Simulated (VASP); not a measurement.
Set up this calculation in VASP 6.6.1, as the native input.

- Task: single point
- Functional: PBEsol
- Potentials or basis: VASP PAW PBE potentials, release 64 (In_d)
- Cutoff: 520 eV
- k mesh: 20 × 20 × 20
- Occupations: gaussian, width 0.15 eV
- Spin: no spin polarisation
- Dipole correction: no
- Further INCAR settings: ALGO = Fast; EDIFF = 1e-06; NBANDS = 12

The structure of In lies in POSCAR:

```
In
1.0
   -1.6119211875      1.6119211875      2.4739500000
    1.6119211875     -1.6119211875      2.4739500000
    1.6403788125      1.6403788125     -2.4739500000
In
1
Direct
    0.0000000000      0.0000000000      0.0000000000
```

This cell differs from its parent crystal: strain +0.0175 x Voigt [0, 0, 0, 0, 0, 1].

One way to write it, as run:

INCAR

```
SYSTEM = In
PREC = Accurate
ENCUT = 520
EDIFF = 1E-6
ISMEAR = 0
SIGMA = 0.15
LREAL = .False.
LASPH = .True.
NELM = 60
ALGO = Fast
ISIF = 2
LWAVE = .False.
LCHARG = .False.
GGA = PS
NBANDS = 12
```

KPOINTS

```
regular mesh
0
Gamma
  20 20 20
  0 0 0
```

Potentials or basis: VASP PAW PBE potentials, release 64 (In_d).

Command:

```console
$ cat potpaw_PBE.64/In_d/POTCAR > POTCAR
$ mpirun -np 1 vasp_std > vasp.out
```

It gave:

The pressure is -1.0 GPa and the band gap on the k mesh is zero (an odd number of electrons rules out a gap without spin polarisation).

Caveat: the cell differs from its parent crystal (strain +0.0175 x Voigt [0, 0, 0, 0, 0, 1]); the PAW data sets were made with another functional, which shifts forces and pressure a little; spin-orbit coupling is left out, which moves the levels of the heavy elements.

Wall time 5.6 min on 1 thread of Intel(R) Xeon(R) Platinum 8124M CPU @ 3.00GHz (Skylake/Cascade Lake), with other jobs on the host, peak memory 0.45 GiB.
